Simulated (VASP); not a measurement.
Ti3Al: single point with PBEsol

Ti3Al:

```
Ti Al
1.0
     0.00000    3.12317    3.12317
     3.12317    0.00000    3.12317
     3.12317    3.12317    0.00000
Ti Al
3 1
Direct
  0.75000 0.75000 0.75000
  0.25000 0.25000 0.25000
  0.00000 0.00000 0.00000
  0.50000 0.50000 0.50000
```

```yaml
Program: VASP 6.6.1
Task: single point
Functional: PBEsol
Potentials_or_basis: VASP PAW PBE potentials, release 64 (Ti_sv, Al)
Cutoff: 520 eV
k_mesh: 12 × 12 × 12
Occupations: gaussian, width 0.15 eV
Spin: collinear spin
Starting_moments: "[0.9, 0.9, 0.9, 0.0] μB"
Fixed_moment: 2.7 μB
```

```yaml
Pressure: 9.8 GPa
Net_moment: 2.70 μB per cell
Site_moments: Ti +0.47, +1.08 (each value once); Al -0.01 μB
Valence_electrons_inside_the_program's_atomic_spheres: Ti 10.37, 10.45 (each value once); Al 0.87
```

Run time: 11 min on 1 thread of AMD EPYC 9R45 96-Core Processor (Zen 5) (shared host), peak memory 0.34 GiB.

Caveat: the cell stands under pressure; the PAW data sets were made with another functional, which shifts forces and pressure a little; the total moment is fixed, so each spin has its own Fermi level.
